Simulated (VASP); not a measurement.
# Bi (Pm-3n) in VASP: notebook

The runs below take Bi through relaxation of cell and atoms, single point, with RPBE.

Everything below comes from runs of VASP 6.6.1. Logs are shortened: lines on timing, memory, paths and dates and some standing lists are left out, and cuts for length are marked.

## (1) The cell of the first run

Symmetry: Pm-3n, No. 223, cubic system. The conventional cell has a = 6.340 Å, b = 6.340 Å, c = 6.340 Å, α = 90.00°, β = 90.00°, γ = 90.00°. Bi (site symmetry m-3) has 12 Bi at 3.54 Å within 4.7 Å. Bi (site symmetry -4m2) has 14 Bi at 3.17 to 3.88 Å within 4.2 Å.

## (2) Relaxation of cell and atoms, RPBE

INCAR reads:

```
PREC = Accurate
ENCUT = 600
EDIFF = 1E-6
ISMEAR = -1
SIGMA = 0.1
LREAL = F
LASPH = T
NELM = 60
ALGO = Normal
ISIF = 3
LWAVE = F
LCHARG = F
GGA = RP
IBRION = 2
NSW = 80
EDIFFG = -0.01
```

KPOINTS reads:

```
regular mesh
0
Gamma
  4 4 4
```

POSCAR reads:

```
Bi
1.0
    6.3396140996      0.0000000000      0.0000000000
    0.0000000000      6.3396140996      0.0000000000
    0.0000000000      0.0000000000      6.3396140996
Bi
8
Direct
    0.0000000000      0.0000000000      0.0000000000
    0.5000000000      0.5000000000      0.5000000000
    0.2500000000      0.0000000000      0.5000000000
    0.7500000000      0.0000000000      0.5000000000
    0.5000000000      0.2500000000      0.0000000000
    0.5000000000      0.7500000000      0.0000000000
    0.0000000000      0.5000000000      0.2500000000
    0.0000000000      0.5000000000      0.7500000000
```

Potentials or basis: VASP PAW PBE potentials, release 64 (Bi_d).

Launch:

```
> cat potpaw_PBE.64/Bi_d/POTCAR > POTCAR
> mpirun -np 1 vasp_std > vasp.out
```

OUTCAR:

```text
PREC = Accurate
   ENCUT = 600
   EDIFF = 1E-6
   ISMEAR = -1
   LREAL = F
   LASPH = T
   NELM = 60
   ISIF = 3
   GGA = RP
   IBRION = 2
   NSW = 80
   EDIFFG = -0.01

 ion  position               nearest neighbor table
   1  0.000  0.000  0.000-   3 3.54   4 3.54   5 3.54   6 3.54   7 3.54   8 3.54   3 3.54   4 3.54
                             7 3.54   8 3.54   5 3.54   6 3.54
   2  0.500  0.500  0.500-   3 3.54   4 3.54   5 3.54   6 3.54   7 3.54   8 3.54   5 3.54   6 3.54
                             3 3.54   4 3.54   7 3.54   8 3.54
   3  0.250  0.000  0.500-   4 3.17   4 3.17   1 3.54   1 3.54   2 3.54   2 3.54   5 3.88   6 3.88
                             6 3.88   5 3.88   8 3.88   7 3.88   8 3.88   7 3.88
   4  0.750  0.000  0.500-   3 3.17   3 3.17   1 3.54   1 3.54   2 3.54   2 3.54   5 3.88   6 3.88
                             6 3.88   5 3.88   8 3.88   7 3.88   8 3.88   7 3.88
   5  0.500  0.250  0.000-   6 3.17   6 3.17   1 3.54   2 3.54   2 3.54   1 3.54   3 3.88   4 3.88
                             3 3.88   4 3.88   8 3.88   7 3.88   7 3.88   8 3.88
   6  0.500  0.750  0.000-   5 3.17   5 3.17   1 3.54   2 3.54   2 3.54   1 3.54   3 3.88   4 3.88
                             3 3.88   4 3.88   8 3.88   7 3.88   7 3.88   8 3.88
   7  0.000  0.500  0.250-   8 3.17   8 3.17   1 3.54   2 3.54   1 3.54   2 3.54   3 3.88   4 3.88
                             5 3.88   3 3.88   4 3.88   6 3.88   5 3.88   6 3.88
   8  0.000  0.500  0.750-   7 3.17   7 3.17   1 3.54   2 3.54   1 3.54   2 3.54   3 3.88   4 3.88
                             5 3.88   3 3.88   4 3.88   6 3.88   5 3.88   6 3.88

  LATTYP: Found a simple cubic cell.
 ALAT       =     6.3396140996

  Lattice vectors:

 A1 = (   6.3396140996,   0.0000000000,   0.0000000000)
 A2 = (   0.0000000000,   6.3396140996,   0.0000000000)
 A3 = (   0.0000000000,   0.0000000000,   6.3396140996)

Analysis of symmetry for initial positions (statically):
=====================================================================
 Subroutine PRICEL returns:
 Original cell was already a primitive cell.

 Routine SETGRP: Setting up the symmetry group for a
 simple cubic supercell.

 Subroutine GETGRP returns: Found 48 space group operations
 (whereof 24 operations were pure point group operations)
 out of a pool of 48 trial point group operations.

The static configuration has the point symmetry T_h .
 The point group associated with its full space group is O_h .

Analysis of symmetry for dynamics (positions and initial velocities):
=====================================================================
 Subroutine PRICEL returns:
 Original cell was already a primitive cell.

 Routine SETGRP: Setting up the symmetry group for a
 simple cubic supercell.

 Subroutine GETGRP returns: Found 48 space group operations
 (whereof 24 operations were pure point group operations)
 out of a pool of 48 trial point group operations.

The dynamic configuration has the point symmetry T_h .
 The point group associated with its full space group is O_h .

 Subroutine INISYM returns: Found 48 space group operations
 (whereof 24 operations are pure point group operations),
 and found     1 'primitive' translations

[... 87 lines left out ...]
   LSORBIT =      F    spin-orbit coupling
   LASPH  =      T    aspherical Exc in radial PAW
   ENCUT  =  600.0 eV  44.10 Ry    6.64 a.u.  12.66 12.66 12.66*2*pi/ulx,y,z
   NELM   =     60;   NELMIN=  2; NELMDL= -5     # of ELM steps
   EDIFF  = 0.1E-05   stopping-criterion for ELM
   LREAL  =      F    real-space projection
   EDIFFG = -.1E-01   stopping-criterion for IOM
   NSW    =     80    number of steps for IOM
   IBRION =      2    ionic relax: 0-MD 1-quasi-New 2-CG
   NFREE  =      1    steps in history (QN), initial steepest desc. (CG)
   ISIF   =      3    stress and relaxation
   ISYM   =      2    0-nonsym 1-usesym 2-fastsym
   POTIM  = 0.5000    time-step for ionic-motion
   TEBEG  =    0.0;   TEEND  =   0.0 temperature during run
   PSTRESS=    0.0 pullay stress
   NELECT =     120.0000    total number of electrons
   NUPDOWN=      -1.0000    fix difference up-down
   EMIN   =  10.00;   EMAX   =-10.00  energy-range for DOS
   EFERMI =   0.00;   METHOD = LEGACY
   ISMEAR =    -1;   SIGMA  =   0.10  broadening in eV -4-tet -1-fermi 0-gaus
   EFERMI_NEDOS =   21; number of points for ismear=-14 and -15
   IALGO  =     38    algorithm
   IMIX   =      4    mixing-type and parameters
     AMIX     =   0.40;   BMIX     =  1.00
     AMIX_MAG =   1.60;   BMIX_MAG =  1.00
  volume/ion in A,a.u.               =      31.85       214.93
  Fermi-wavevector in a.u.,A,eV,Ry     =   1.273715  2.406973 22.073427  1.622351
  Thomas-Fermi vector in A             =   2.406523
   LORBIT       =      0    0 simple, 1 ext, 2 COOP (PROOUT), +10 PAW based schemes
   GGA     = RP    functional components
   LHFCALC =     F    Hartree Fock is set to
   AEXX    =    0.0000 exact exchange contribution
   IVDW    =     0    specifies the selected vdW correction
   LEPSILON=     F    determine dielectric tensor
   LRPA    =     F    only Hartree local field effects (RPA)
 conjugate gradient relaxation of ions
 non-spin polarized calculation
  energy-cutoff  :      600.00
  volume of cell :      254.79
 maximum number of plane-waves:      8578
 NGX is ok and might be reduce to    54
   NGX = 25   NGY = 25   NGZ = 25

--------------------------------------- Ionic step        1  -------------------------------------------

 number of electron     120.0000027 magnetization

 Free energy of the ion-electron system (eV)
  ---------------------------------------------------
  ext. energy  EPLUGINS =         0.00000000
  ---------------------------------------------------
  free energy    TOTEN  =       -25.93774365 eV

  energy without entropy =      -25.69446432  energy(sigma->0) =      -25.81610399

 E-fermi :   7.9044     XC(G=0): -10.0978

 val. band max:        7.9006803306   @ k =   0.5000   0.5000   0.2500
 cond. band min:       7.9090713905   @ k =   0.5000   0.0000   0.0000
 fundamental gap:      0.0083910599
 Fermi energy:         7.9044217048

 k-point     1 :       0.0000    0.0000    0.0000
  band No.  band energies     occupation
      1     -15.4511      2.00000
      2     -15.4462      2.00000
      3     -15.4462      2.00000
      4     -15.3740      2.00000
      5     -15.3740      2.00000
      6     -15.3423      2.00000
[... 822 lines left out ...]
--------------------------------------- Ionic step        3  -------------------------------------------

 number of electron     120.0000031 magnetization

 Free energy of the ion-electron system (eV)
  ---------------------------------------------------
  ext. energy  EPLUGINS =         0.00000000
  ---------------------------------------------------
  free energy    TOTEN  =       -26.02936349 eV

  energy without entropy =      -25.78088547  energy(sigma->0) =      -25.90512448

 E-fermi :   7.3334     XC(G=0):  -9.8691

 val. band max:        7.3319792069   @ k =   0.5000   0.5000   0.2500
 cond. band min:       7.3396518221   @ k =   0.2500   0.2500   0.0000
 fundamental gap:      0.0076726152
 Fermi energy:         7.3333765627

 k-point     1 :       0.0000    0.0000    0.0000
  band No.  band energies     occupation
      1     -15.9709      2.00000
      2     -15.9674      2.00000
      3     -15.9674      2.00000
      4     -15.9210      2.00000
      5     -15.9210      2.00000
      6     -15.8962      2.00000
[... 774 lines left out ...]
  FREE ENERGIE OF THE ION-ELECTRON SYSTEM (eV)
  ---------------------------------------------------
  free  energy   TOTEN  =       -26.0293634906 eV

  energy  without entropy=      -25.7808854683  energy(sigma->0) =      -25.90512448

 reached required accuracy - stopping structural energy minimisation
```

Wall time 4.7 min (1 thread of Intel Xeon 6975P-C (Granite Rapids), shared host); peak memory 0.49 GiB.

What came out:

| Item | Value |
| --- | --- |
| Free energy | -26.0294 eV |
| Relaxed volume | 33.42 Å³/atom |
| Relaxed cell | a = 6.442 Å, b = 6.442 Å, c = 6.442 Å, α = 90.00°, β = 90.00°, γ = 90.00° |
| Space group after relaxing (to 0.1 Å) | Pm-3n (No. 223) |
| Energy gained by relaxing | 11.5 meV/atom |
| Ionic steps | 3 |
| Pressure after relaxing | 0.0 GPa |
| Band gap on the k mesh | zero (bands 60 and 61 overlap by 0.28 eV) |

The path:
```tsv
step	energy change (eV)	largest force (eV/Å)	pressure (GPa)	volume (Å³)
1	0.0000	0.0000	2.44	254.79
2	-0.0749	0.0000	-0.92	273.12
3	-0.0916	0.0000	0.00	267.36
```

Final structure:
```
Bi
1.0
     6.44218    0.00000    0.00000
     0.00000    6.44218    0.00000
     0.00000    0.00000    6.44218
Bi
8
Direct
  0.00000 0.00000 0.00000
  0.50000 0.50000 0.50000
  0.25000 0.00000 0.50000
  0.75000 0.00000 0.50000
  0.50000 0.25000 0.00000
  0.50000 0.75000 0.00000
  0.00000 0.50000 0.25000
  0.00000 0.50000 0.75000
```

Levels at points of the mesh, in eV from the Fermi level:
```tsv
k point	band 56	band 57	band 58	band 59	band 60	band 61	band 62	band 63	band 64	band 65
(0.00, 0.00, 0.00)	-2.48	-2.36	-1.29	-1.29	-1.29	0.73	0.73	0.73	1.17	1.17
(0.50, 0.00, 0.00)	-1.95	-0.99	-0.99	-0.51	-0.51	-0.05	-0.05	0.72	0.72	1.17
(0.50, 0.50, 0.00)	-1.79	-1.16	-1.16	-0.79	-0.17	-0.08	0.47	0.94	0.94	1.33
(0.50, 0.50, 0.50)	-2.04	0.20	0.20	0.20	0.20	0.20	0.20	0.23	0.23	0.23
```

Caveat: the PAW data sets were made with another functional, which shifts forces and pressure a little; spin-orbit coupling is left out, which moves the levels of the heavy elements.

## (3) Single point, RPBE

This run uses another cell than the first one, of 33.45 Å³/atom.

INCAR reads:

```
SYSTEM = Bi
ALGO = Normal
EDIFF = 1E-7
ENCUT = 520
GGA = RP
ISIF = 2
ISMEAR = -1
LASPH = .TRUE.
LCHARG = .FALSE.
LREAL = .FALSE.
LWAVE = .FALSE.
NBANDS = 70
NELM = 100
PREC = Accurate
SIGMA = 0.1
```

KPOINTS reads:

```
k-points
0
G
  4 4 4
  0 0 0
```

POSCAR reads:

```
Bi
1.0
    6.4442058520      0.0000000000      0.0000000000
    0.0000000000      6.4442058520      0.0000000000
    0.0000000000      0.0000000000      6.4442058520
Bi
8
Direct
    1.0000000000      1.0000000000      1.0000000000
    0.5000000000      0.5000000000      0.5000000000
    0.2500000000      0.0000000000      0.5000000000
    0.7500000000      1.0000000000      0.5000000000
    0.5000000000      0.2500000000      1.0000000000
    0.5000000000      0.7500000000      1.0000000000
    0.0000000000      0.5000000000      0.2500000000
    0.0000000000      0.5000000000      0.7500000000
```

Potentials or basis: VASP PAW PBE potentials, release 64 (Bi_d).

Launch:

```
> cat potpaw_PBE.64/Bi_d/POTCAR > POTCAR
> mpirun -np 1 vasp_std > vasp.out
```

Run time: 2.3 min. Hardware: 1 thread of Intel Xeon Platinum 8488C (Sapphire Rapids), shared host; peak memory 0.39 GiB.

It converged, with:

* Free energy: -26.0323 eV
* Pressure: -0.1 GPa
* Band gap on the k mesh: zero (bands 60 and 61 overlap by 0.28 eV)

Levels at points of the mesh, in eV from the Fermi level:
```
           k point  band 56  band 57  band 58  band 59  band 60  band 61  band 62  band 63  band 64  band 65
(0.00, 0.00, 0.00)    -2.48    -2.36    -1.28    -1.28    -1.28     0.73     0.73     0.73     1.17     1.17
(0.50, 0.00, 0.00)    -1.94    -0.99    -0.99    -0.51    -0.51    -0.06    -0.06     0.72     0.72     1.17
(0.50, 0.50, 0.00)    -1.79    -1.16    -1.16    -0.79    -0.17    -0.08     0.47     0.94     0.94     1.33
(0.50, 0.50, 0.50)    -2.04     0.20     0.20     0.20     0.20     0.20     0.20     0.23     0.23     0.23
```

Caveat: the PAW data sets were made with another functional, which shifts forces and pressure a little; spin-orbit coupling is left out, which moves the levels of the heavy elements.

## (4) Single point, RPBE

This run uses another cell than the first one, of 33.45 Å³/atom.

INCAR reads:

```
SYSTEM = Bi
PREC = Accurate ; ENCUT = 520
EDIFF = 1E-6 ; ISMEAR = -1
SIGMA = 0.1 ; LREAL = .False.
LASPH = .True. ; NELM = 60
ALGO = Normal ; ISIF = 2
LWAVE = .False. ; LCHARG = .False.
GGA = RP ; NBANDS = 70
```

KPOINTS reads:

```
Automatic mesh
0
Gamma
  5 5 5
  0 0 0
```

POSCAR is that of step 3.

Launch:

```
> cat potpaw_PBE.64/Bi_d/POTCAR > POTCAR
> mpirun -np 1 vasp_std > vasp.out
```

Wall time 2.3 min (1 thread of Intel Xeon Platinum 8488C (Sapphire Rapids), shared host); peak memory 0.37 GiB.

It converged, with:

- Free energy: -26.1811 eV
- Pressure: -0.3 GPa
- Band gap on the k mesh: zero (bands 60 and 61 overlap by 0.42 eV)

Levels at points of the mesh, in eV from the Fermi level:
```
           k point  band 58  band 59  band 60  band 61  band 62  band 63
(0.00, 0.00, 0.00)    -1.19    -1.19    -1.19     0.82     0.82     0.82
```

Caveat: the PAW data sets were made with another functional, which shifts forces and pressure a little; spin-orbit coupling is left out, which moves the levels of the heavy elements.

## (5) Overview

```tsv
task	cell	k mesh	cutoff (eV)	gap on the mesh (eV)	pressure (GPa)
relaxation of cell and atoms	relaxed from a = 6.340 Å, 8 atoms	4 × 4 × 4	600	none	0.0
single point	a = 6.444 Å, 8 atoms	4 × 4 × 4	520	none	-0.1
single point	a = 6.444 Å, 8 atoms	5 × 5 × 5	520	none	-0.3
```

Alike in all rows: level RPBE; potentials or basis VASP PAW PBE potentials, release 64 (Bi_d); no spin polarisation; smearing fermi-dirac 0.1 eV.

Caveats: the PAW data sets were made with another functional, which shifts forces and pressure a little; spin-orbit coupling is left out, which moves the levels of the heavy elements.

Absolute energies hang on the potentials; compare differences alone.
